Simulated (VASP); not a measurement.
P: single point with PBEsol

P, a slab with vacuum:

```
P
1.0
     3.28373    0.00000    0.00000
     0.00000   34.85703    0.00000
     0.00000    0.00000    4.72473
P
4
Direct
  0.00000 0.97026 0.59215
  0.00000 0.02974 0.40785
  0.50000 0.02974 0.09215
  0.50000 0.97026 0.90785
```

This cell differs from its parent crystal: strain +0.0200 x Voigt [0, 0, 1, 0, 0, 0].

- Program: VASP 6.6.1
- Task: single point
- Functional: PBEsol
- Potentials or basis: VASP PAW PBE potentials, release 64 (P)
- Cutoff: 520 eV
- k mesh: 8 × 1 × 6
- Occupations: gaussian, width 0.05 eV
- Spin: no spin polarisation
- Dipole correction: no
- Further INCAR settings: ALGO = Normal; EDIFF = 1e-06; NBANDS = 18

* Largest force: 0.046 eV/Å
* Band gap on the k mesh: 1.01 eV

Forces on the atoms (eV/Å):
```
P    0.000  0.008  0.045
P    0.000 -0.008 -0.045
P    0.000 -0.008  0.045
P    0.000  0.008 -0.045
```

Levels at points of the mesh, in eV from the valence-band top:
```
           k point  band 6  band 7  band 8  band 9  band 10  band 11  band 12  band 13  band 14  band 15
(0.00, 0.00, 0.00)   -4.52   -3.21   -1.63   -1.57     0.00     1.01     1.67     2.71     3.24     4.49
(0.50, 0.00, 0.00)   -5.07   -2.71   -2.71   -1.91    -1.91     1.14     1.14     2.23     2.23     3.89
(0.00, 0.00, 0.50)   -2.84   -2.44   -2.44   -1.44    -1.44     2.15     2.15     3.73     3.73     3.79
(0.50, 0.00, 0.50)   -4.94   -4.47   -4.47   -0.99    -0.99     2.38     2.38     3.55     3.55     5.04
```

Run time: 2.6 min on 1 thread of Intel(R) Xeon(R) 6975P-C (Granite Rapids) (shared host), peak memory 0.56 GiB.

Caveat: the cell differs from its parent crystal (strain +0.0200 x Voigt [0, 0, 1, 0, 0, 0]); there is no dipole correction, which matters where the two faces differ; the PAW data sets were made with another functional, which shifts forces and pressure a little.
